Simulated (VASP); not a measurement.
# Mo (Im-3m) in VASP: settings compared

The runs below take Mo through single point, relaxation of cell and atoms, with RPBE, PBEsol, PBE+D4.

Everything below comes from runs of VASP 6.6.1. Logs are shortened: lines on timing, memory, paths and dates and some standing lists are left out, and cuts for length are marked.

### 1 The cell of the first run

Symmetry: Im-3m, No. 229, cubic system. Conventional cell: a = 3.175 Å, b = 3.175 Å, c = 3.175 Å, α = 90.00°, β = 90.00°, γ = 90.00°. Mo (site symmetry m-3m) has 14 Mo at 2.75 to 3.18 Å within 3.6 Å.

### 2 Single point, RPBE

Contents of INCAR:

```
  PREC = Accurate
  ENCUT = 520
  EDIFF = 1E-6
  ISMEAR = -1
  SIGMA = 0.15
  LREAL = False
  LASPH = True
  NELM = 80
  ALGO = Normal
  ISIF = 2
  LWAVE = False
  LCHARG = True
  GGA = RP
  LELF = True
  LVHAR = True
  NBANDS = 13
```

Contents of KPOINTS:

```
regular mesh
0
Gamma
  13 13 13
```

Contents of POSCAR:

```
Mo
1.0
   -1.5875409629      1.5875409629      1.5875409629
    1.5875409629     -1.5875409629      1.5875409629
    1.5875409629      1.5875409629     -1.5875409629
Mo
1
Direct
    0.0000000000      0.0000000000      0.0000000000
```

Potentials or basis: VASP PAW PBE potentials, release 64 (Mo_sv).

Run with:

```bash
cat potpaw_PBE.64/Mo_sv/POTCAR > POTCAR
mpirun -np 1 vasp_std > vasp.out
```

OUTCAR:

```text
PREC = Accurate
   ENCUT = 520
   EDIFF = 1E-6
   ISMEAR = -1
   LREAL = False
   LASPH = True
   NELM = 80
   ISIF = 2
   GGA = RP

 ion  position               nearest neighbor table
   1  0.000  0.000  0.000-

  LATTYP: Found a body centered cubic cell.
 ALAT       =     3.1750819258

  Lattice vectors:

 A1 = (  -1.5875409629,   1.5875409629,   1.5875409629)
 A2 = (   1.5875409629,  -1.5875409629,   1.5875409629)
 A3 = (   1.5875409629,   1.5875409629,  -1.5875409629)

Analysis of symmetry for initial positions (statically):
=====================================================================
 Subroutine PRICEL returns:
 Original cell was already a primitive cell.

 Routine SETGRP: Setting up the symmetry group for a
 body centered cubic supercell.

 Subroutine GETGRP returns: Found 48 space group operations
 (whereof 48 operations were pure point group operations)
 out of a pool of 48 trial point group operations.

The static configuration has the point symmetry O_h .

Analysis of symmetry for dynamics (positions and initial velocities):
=====================================================================
 Subroutine PRICEL returns:
 Original cell was already a primitive cell.

 Routine SETGRP: Setting up the symmetry group for a
 body centered cubic supercell.

 Subroutine GETGRP returns: Found 48 space group operations
 (whereof 48 operations were pure point group operations)
 out of a pool of 48 trial point group operations.

The dynamic configuration has the point symmetry O_h .

 Subroutine INISYM returns: Found 48 space group operations
 (whereof 48 operations are pure point group operations),
 and found     1 'primitive' translations

----------------------------------------------------------------------------------------

                                     Primitive cell

  volume of cell :      16.0042

  direct lattice vectors                    reciprocal lattice vectors
    -1.587540963  1.587540963  1.587540963     0.000000000  0.314952503  0.314952503
     1.587540963 -1.587540963  1.587540963     0.314952503  0.000000000  0.314952503
     1.587540963  1.587540963 -1.587540963     0.314952503  0.314952503  0.000000000

  length of vectors
     2.749701607  2.749701607  2.749701607     0.445410101  0.445410101  0.445410101

  position of ions in fractional coordinates (direct lattice)
     0.000000000  0.000000000  0.000000000

  ion indices of the primitive-cell ions
   primitive index   ion index
                 1           1

----------------------------------------------------------------------------------------

 KPOINTS: regular mesh

Automatic generation of k-mesh.
 Grid dimensions read from file:
 generate k-points for:   13   13   13

 Generating k-lattice:

  Cartesian coordinates                     Fractional coordinates (reciprocal lattice)
     0.000000000  0.024227116  0.024227116     0.076923077  0.000000000  0.000000000
     0.024227116  0.000000000  0.024227116     0.000000000  0.076923077  0.000000000
     0.024227116  0.024227116  0.000000000     0.000000000  0.000000000  0.076923077

  Length of vectors
     0.034262315  0.034262315  0.034262315

  Shift w.r.t. Gamma in fractional coordinates (k-lattice)
     0.000000000  0.000000000  0.000000000

 Subroutine IBZKPT returns following result:
 ===========================================

 Found     84 irreducible k-points:

 Following reciprocal coordinates:
            Coordinates               Weight
  0.000000  0.000000  0.000000      1.000000
  0.076923  0.000000  0.000000     12.000000
  0.153846  0.000000  0.000000     12.000000
  0.230769  0.000000  0.000000     12.000000
  0.307692  0.000000  0.000000     12.000000
  0.384615  0.000000  0.000000     12.000000
[... 16 lines left out ...]
  0.153846  0.076923  0.076923     24.000000
  0.230769  0.076923  0.076923     24.000000
 [... further k-points ...]
   k-points           NKPTS =     84   k-points in BZ     NKDIM =     84   number of bands    NBANDS=     13
   number of dos      NEDOS =    301   number of ions     NIONS =      1
   total plane-waves  NPLWV =   8000
   dimension x,y,z NGX =    20 NGY =   20 NGZ =   20
   dimension x,y,z NGXF=    40 NGYF=   40 NGZF=   40
   ions per type =               1
   NGX,Y,Z   is equivalent  to a cutoff of  12.09, 12.09, 12.09 a.u.
   NGXF,Y,Z  is equivalent  to a cutoff of  24.18, 24.18, 24.18 a.u.
 SYSTEM =  unknown system
   PREC   = accura    normal or accurate (medium, high low for compatibility)
   ISTART =      0    job   : 0-new  1-cont  2-samecut
   ICHARG =      2    charge: 1-file 2-atom 10-const
   ISPIN  =      1    spin polarized calculation?
   LNONCOLLINEAR =      F non collinear calculations
   LSORBIT =      F    spin-orbit coupling
   LASPH  =      T    aspherical Exc in radial PAW
   ENCUT  =  520.0 eV  38.22 Ry    6.18 a.u.   5.11  5.11  5.11*2*pi/ulx,y,z
   NELM   =     80;   NELMIN=  2; NELMDL= -5     # of ELM steps
   EDIFF  = 0.1E-05   stopping-criterion for ELM
   LREAL  =      F    real-space projection
   EDIFFG = 0.1E-04   stopping-criterion for IOM
   NSW    =      0    number of steps for IOM
   IBRION =     -1    ionic relax: 0-MD 1-quasi-New 2-CG
   NFREE  =      0    steps in history (QN), initial steepest desc. (CG)
   ISIF   =      2    stress and relaxation
   ISYM   =      2    0-nonsym 1-usesym 2-fastsym
   POTIM  = 0.5000    time-step for ionic-motion
   TEBEG  =    0.0;   TEEND  =   0.0 temperature during run
   PSTRESS=    0.0 pullay stress
   NELECT =      14.0000    total number of electrons
   NUPDOWN=      -1.0000    fix difference up-down
   EMIN   =  10.00;   EMAX   =-10.00  energy-range for DOS
   EFERMI =   0.00;   METHOD = LEGACY
   ISMEAR =    -1;   SIGMA  =   0.15  broadening in eV -4-tet -1-fermi 0-gaus
   EFERMI_NEDOS =   21; number of points for ismear=-14 and -15
   IALGO  =     38    algorithm
   IMIX   =      4    mixing-type and parameters
     AMIX     =   0.40;   BMIX     =  1.00
     AMIX_MAG =   1.60;   BMIX_MAG =  1.00
  volume/ion in A,a.u.               =      16.00       108.00
  Fermi-wavevector in a.u.,A,eV,Ry     =   1.565690  2.958726 33.353140  2.451387
  Thomas-Fermi vector in A             =   2.668129
   LORBIT       =      0    0 simple, 1 ext, 2 COOP (PROOUT), +10 PAW based schemes
   GGA     = RP    functional components
   LHFCALC =     F    Hartree Fock is set to
   AEXX    =    0.0000 exact exchange contribution
   IVDW    =     0    specifies the selected vdW correction
   LEPSILON=     F    determine dielectric tensor
   LRPA    =     F    only Hartree local field effects (RPA)
 non-spin polarized calculation
  energy-cutoff  :      520.00
  volume of cell :       16.00
 maximum number of plane-waves:       448
   NGX = 11   NGY = 11   NGZ = 11

 number of electron      14.0000006 magnetization

 Free energy of the ion-electron system (eV)
  ---------------------------------------------------
  ext. energy  EPLUGINS =         0.00000000
  ---------------------------------------------------
  free energy    TOTEN  =       -10.38935188 eV

  energy without entropy =      -10.34096142  energy(sigma->0) =      -10.36515665

 E-fermi :  12.3233     XC(G=0): -13.1903

 val. band max:       12.3120371120   @ k =  -0.1538   0.2308   0.0769
 cond. band min:      12.3840305079   @ k =  -0.3077   0.3077   0.1538
 fundamental gap:      0.0719933959
 Fermi energy:        12.3232891497

 k-point     1 :       0.0000    0.0000    0.0000
  band No.  band energies     occupation
      1     -48.9990      2.00000
      2     -22.3186      2.00000
      3     -22.3186      2.00000
      4     -22.3186      2.00000
      5       5.1508      2.00000
      6      10.9730      1.99975
      7      10.9730      1.99975
      8      10.9730      1.99975
      9      13.9189      0.00005
     10      13.9189      0.00005
     11      27.0768      0.00000
     12      27.0768      0.00000
     13      27.0768      0.00000

 k-point     2 :       0.0769    0.0000    0.0000
  band No.  band energies     occupation
      1     -48.9855      2.00000
      2     -22.3978      2.00000
      3     -22.3432      2.00000
      4     -22.3192      2.00000
      5       5.4040      2.00000
      6      10.8322      1.99990
      7      10.9476      1.99979
      8      11.2101      1.99880
      9      13.7204      0.00018
     10      13.9235      0.00005
     11      27.2576      0.00000
     12      27.5037      0.00000
     13      27.5469      0.00000

 k-point     3 :       0.1538    0.0000    0.0000
  band No.  band energies     occupation
      1     -48.9479      2.00000
      2     -22.6138      2.00000
      3     -22.4108      2.00000
      4     -22.3207      2.00000
      5       6.0907      2.00000
      6      10.4657      1.99999
      7      10.8268      1.99991
      8      11.9025      1.88591
      9      13.4000      0.00152
     10      13.9534      0.00004
     11      27.5509      0.00000
     12      28.4555      0.00000
     13      28.7189      0.00000

 k-point     4 :       0.2308    0.0000    0.0000
  band No.  band energies     occupation
      1     -48.8945      2.00000
      2     -22.9101      2.00000
      3     -22.5047      2.00000
      4     -22.3229      2.00000
      5       6.9295      2.00000
      6       9.9971      2.00000
      7      10.7220      1.99995
      8      12.9890      0.02335
      9      13.3605      0.00198
     10      14.0405      0.00002
     11      27.2221      0.00000
     12      28.4535      0.00000
     13      30.5640      0.00000

 k-point     5 :       0.3077    0.0000    0.0000
  band No.  band energies     occupation
      1     -48.8372      2.00000
      2     -23.2153      2.00000
      3     -22.6029      2.00000
      4     -22.3252      2.00000
      5       7.3690      2.00000
      6       9.5484      2.00000
      7      11.2188      1.99873
      8      13.6026      0.00040
      9      14.1968      0.00001
     10      14.3477      0.00000
     11      26.1142      0.00000
     12      26.9992      0.00000
     13      32.8354      0.00000

 k-point     6 :       0.3846    0.0000    0.0000
  band No.  band energies     occupation
      1     -48.7893      2.00000
      2     -23.4617      2.00000
      3     -22.6831      2.00000
      4     -22.3273      2.00000
      5       7.2918      2.00000
      6       9.2069      2.00000
      7      12.4169      0.69786
      8      13.9066      0.00005
      9      14.3864      0.00000
     10      15.7406      0.00000
     11      24.9690      0.00000
     12      25.1246      0.00000
     13      31.2122      0.00000

 k-point     7 :       0.4615    0.0000    0.0000
  band No.  band energies     occupation
      1     -48.7620      2.00000
      2     -23.5983      2.00000
      3     -22.7279      2.00000
      4     -22.3284      2.00000
      5       7.1387      2.00000
      6       9.0243      2.00000
      7      13.5524      0.00055
      8      14.0175      0.00002
      9      14.5234      0.00000
     10      16.7150      0.00000
     11      23.7886      0.00000
     12      24.2884      0.00000
     13      29.6084      0.00000
[... 193 lines left out ...]
 k-point    20 :       0.3846    0.2308    0.0000
  band No.  band energies     occupation
      1     -48.7357      2.00000
      2     -23.4117      2.00000
      3     -22.9876      2.00000
      4     -22.4660      2.00000
      5       8.2956      2.00000
      6       9.4071      2.00000
      7      10.9678      1.99976
      8      13.8895      0.00006
      9      14.8226      0.00000
     10      20.2018      0.00000
     11      22.5143      0.00000
     12      24.5494      0.00000
     13      28.6070      0.00000

 k-point    21 :       0.3077    0.3077    0.0000
  band No.  band energies     occupation
      1     -48.7308      2.00000
      2     -23.3113      2.00000
      3     -23.1126      2.00000
      4     -22.4806      2.00000
      5       8.5550      2.00000
      6       9.7052      2.00000
      7      10.3601      2.00000
      8      14.1144      0.00001
      9      14.5774      0.00000
     10      21.2083      0.00000
     11      22.4416      0.00000
     12      23.5770      0.00000
     13      29.3078      0.00000

 k-point    22 :       0.0769    0.0769    0.0769
  band No.  band energies     occupation
      1     -48.9258      2.00000
      2     -22.7601      2.00000
      3     -22.3754      2.00000
      4     -22.3754      2.00000
      5       6.5171      2.00000
      6      10.3262      2.00000
      7      10.3262      2.00000
      8      12.6784      0.17137
      9      13.6943      0.00021
     10      13.6943      0.00021
     11      28.1104      0.00000
     12      28.5589      0.00000
     13      28.5589      0.00000

 k-point    23 :       0.1538    0.0769    0.0769
  band No.  band energies     occupation
      1     -48.8774      2.00000
      2     -23.0077      2.00000
      3     -22.4757      2.00000
      4     -22.3830      2.00000
      5       7.3736      2.00000
      6       9.8546      2.00000
      7      10.0717      2.00000
      8      13.5809      0.00046
      9      13.9727      0.00003
     10      13.9822      0.00003
     11      27.7755      0.00000
     12      28.2840      0.00000
     13      29.4559      0.00000

 k-point    24 :       0.2308    0.0769    0.0769
  band No.  band energies     occupation
      1     -48.8256      2.00000
      2     -23.2445      2.00000
      3     -22.6019      2.00000
      4     -22.3913      2.00000
      5       7.8805      2.00000
      6       9.4490      2.00000
      7      10.4092      1.99999
      8      13.7122      0.00019
      9      14.2188      0.00001
     10      15.5167      0.00000
     11      26.5279      0.00000
     12      26.8523      0.00000
     13      30.7550      0.00000

 [... further k-points ...]
[... 5 lines left out ...]
  --------------------------------------------------------------------------------------
  -------------------------------------------------------------------------------------
  Total        0.0477495      0.0477495      0.0477495     -0.0000000      0.0000000     -0.0000000
  in kB        4.7801872      4.7801872      4.7801872     -0.0000000      0.0000000     -0.0000000
  external PRESSURE =       4.7801872 kB  Pullay stress =       0.0000000 kB

 VOLUME and BASIS-vectors are now :
 -----------------------------------------------------------------------------
  energy-cutoff  :      520.00
  volume of cell :       16.00
      direct lattice vectors                 reciprocal lattice vectors
    -1.587540963  1.587540963  1.587540963     0.000000000  0.314952503  0.314952503
     1.587540963 -1.587540963  1.587540963     0.314952503  0.000000000  0.314952503
     1.587540963  1.587540963 -1.587540963     0.314952503  0.314952503  0.000000000

 POSITION                                       TOTAL-FORCE (eV/Angst)
 -----------------------------------------------------------------------------------
      0.00000      0.00000      0.00000         0.000000     -0.000000     -0.000000
 -----------------------------------------------------------------------------------
    total drift:                                0.000000     -0.000000      0.000000

  FREE ENERGIE OF THE ION-ELECTRON SYSTEM (eV)
  ---------------------------------------------------
  free  energy   TOTEN  =       -10.3893518798 eV

  energy  without entropy=      -10.3409614167  energy(sigma->0) =      -10.36515665
```

Run time: 6.6 s. Hardware: 1 thread of Intel Xeon 6975P-C, shared host; peak memory 0.14 GiB.

What came out:

* Free energy: -10.3894 eV
* Pressure: 0.5 GPa
* Band gap on the k mesh: zero (band 7 reaches 15.77 eV, above the bottom of band 8 at 10.97 eV)

Caveat: the PAW data sets were made with another functional, which shifts forces and pressure a little.

### 3 Relaxation of cell and atoms, PBEsol

This run uses another cell than the first one, of 15.58 Å³/atom, 0.974 times its volume.

Contents of INCAR:

```
PREC = Accurate
ENCUT = 600
EDIFF = 1E-7
ISMEAR = -1
SIGMA = 0.15
LREAL = F
LASPH = T
NELM = 60
ALGO = Normal
ISIF = 3
LWAVE = F
LCHARG = F
GGA = PS
IBRION = 2
NSW = 80
EDIFFG = -0.01
```

KPOINTS is that of step 2.

Contents of POSCAR:

```
Mo
1.0
   -1.5734150000      1.5734150000      1.5734150000
    1.5734150000     -1.5734150000      1.5734150000
    1.5734150000      1.5734150000     -1.5734150000
Mo
1
Direct
    0.0000000000      0.0000000000      0.0000000000
```

Potentials or basis: VASP PAW PBE potentials, release 64 (Mo_sv).

Run with:

```bash
cat potpaw_PBE.64/Mo_sv/POTCAR > POTCAR
mpirun -np 1 vasp_std > vasp.out
```

Run time: 17 s. Hardware: 1 thread of Intel Xeon 6975P-C, shared host; peak memory 0.16 GiB.

Results (log left out):

```yaml
Free_energy: -11.8070 eV
Relaxed_volume: 15.35 Å³/atom
Relaxed_cell: a = 2.712 Å, b = 2.712 Å, c = 2.712 Å, α = 109.47°, β = 109.47°, γ = 109.47°
Space_group_after_relaxing_to_0.05_Å: Im-3m (No. 229)
Energy_gained_by_relaxing: 3.0 meV/atom
Ionic_steps: 3
Pressure_after_relaxing: -0.1 GPa
Band_gap_on_the_k_mesh: zero (band 7 reaches 16.48 eV, above the bottom of band 8 at 11.36 eV)
```

Step by step:
| step | energy change (eV) | largest force (eV/Å) | pressure (GPa) | volume (Å³) |
| --- | --- | --- | --- | --- |
| 1 | 0.0000 | 0.0000 | -4.06 | 15.58 |
| 2 | 0.0222 | 0.0000 | 13.09 | 14.71 |
| 3 | -0.0030 | 0.0000 | -0.07 | 15.35 |

Final structure:
```
Mo
1.0
    -1.56570    1.56570    1.56570
     1.56570   -1.56570    1.56570
     1.56570    1.56570   -1.56570
Mo
1
Direct
  0.00000 0.00000 0.00000
```

Levels at points of the mesh, in eV from the Fermi level:
```csv
k point,band 3,band 4,band 5,band 6,band 7,band 8,band 9,band 10,band 11
"(0.00, 0.00, 0.00)",-34.47,-34.47,-7.38,-1.44,-1.44,-1.44,1.65,1.65,14.80
```

Caveat: the PAW data sets were made with another functional, which shifts forces and pressure a little.

### 4 Relaxation of cell and atoms, PBE+D4

This run uses another cell than the first one, of 15.58 Å³/atom, 0.974 times its volume.

Contents of INCAR:

```
SYSTEM = Mo
  ALGO = Normal
  EDIFF = 1E-6
  EDIFFG = -0.01
  ENCUT = 600
  GGA = PE
  IBRION = 2
  ISIF = 3
  ISMEAR = -1
  IVDW = 13
  LASPH = .True.
  LCHARG = .False.
  LREAL = .False.
  LWAVE = .False.
  NELM = 80
  NSW = 80
  PREC = Accurate
  SIGMA = 0.15
```

Contents of KPOINTS:

```
k-points
0
Gamma
  13 13 13
  0 0 0
```

POSCAR is that of step 3.

Run with:

```bash
cat potpaw_PBE.64/Mo_sv/POTCAR > POTCAR
mpirun -np 1 vasp_std > vasp.out
```

It took 18 s on 1 thread of Intel Xeon 6975P-C, shared host; peak memory 0.16 GiB.

It converged, with:

| Item | Value |
| --- | --- |
| Free energy | -11.5725 eV |
| Relaxed volume | 15.47 Å³/atom |
| Relaxed cell | a = 2.718 Å, b = 2.718 Å, c = 2.718 Å, α = 109.47°, β = 109.47°, γ = 109.47° |
| Space group after relaxing (to 0.05 Å) | Im-3m (No. 229) |
| Energy gained by relaxing | 0.7 meV/atom |
| Ionic steps | 3 |
| Pressure after relaxing | 0.0 GPa |
| Band gap on the k mesh | zero (band 7 reaches 16.43 eV, above the bottom of band 8 at 11.38 eV) |
| Dispersion energy per atom | -0.615 eV |

The path:
```
step  energy change (eV)  largest force (eV/Å)  pressure (GPa)  volume (Å³)
   1              0.0000                0.0000           -2.00        15.58
   2              0.0050                0.0000            5.94        15.15
   3             -0.0007                0.0000           -0.01        15.47
```

Final structure:
```xyz
1
Lattice="-1.5695 1.5695 1.5695 1.5695 -1.5695 1.5695 1.5695 1.5695 -1.5695" Properties=species:S:1:pos:R:3 pbc="T T T"
Mo    0.0000    0.0000    0.0000
```

Levels at points of the mesh, in eV from the Fermi level:
```csv
k point,band 5,band 6,band 7,band 8,band 9,band 10
"(0.00, 0.00, 0.00)",-7.31,-1.43,-1.43,-1.43,1.64,1.64
```

Caveat: pairwise dispersion overbinds metals, which lowers pressure and volume.

### 5 Summary

```tsv
task	level	cell	cutoff (eV)	gap on the mesh (eV)	pressure (GPa)	relaxed volume (Å³/atom)
single point	RPBE	a = 2.750 Å, angles 109.5°, 1 atom	520	none	0.5	-
relaxation of cell and atoms	PBEsol	relaxed from a = 2.725 Å, angles 109.5°, 1 atom	600	none	-0.1	15.35
relaxation of cell and atoms	PBE+D4	relaxed from a = 2.725 Å, angles 109.5°, 1 atom	600	none	0.0	15.47
```

Alike in all rows: potentials or basis VASP PAW PBE potentials, release 64 (Mo_sv); no spin polarisation; k mesh 13 × 13 × 13; smearing fermi-dirac 0.15 eV.

Caveats: the PAW data sets were made with another functional, which shifts forces and pressure a little (some runs); pairwise dispersion overbinds metals, which lowers pressure and volume (some runs).

Total energies depend on the potentials used, so only differences within one code and one set of settings carry meaning.
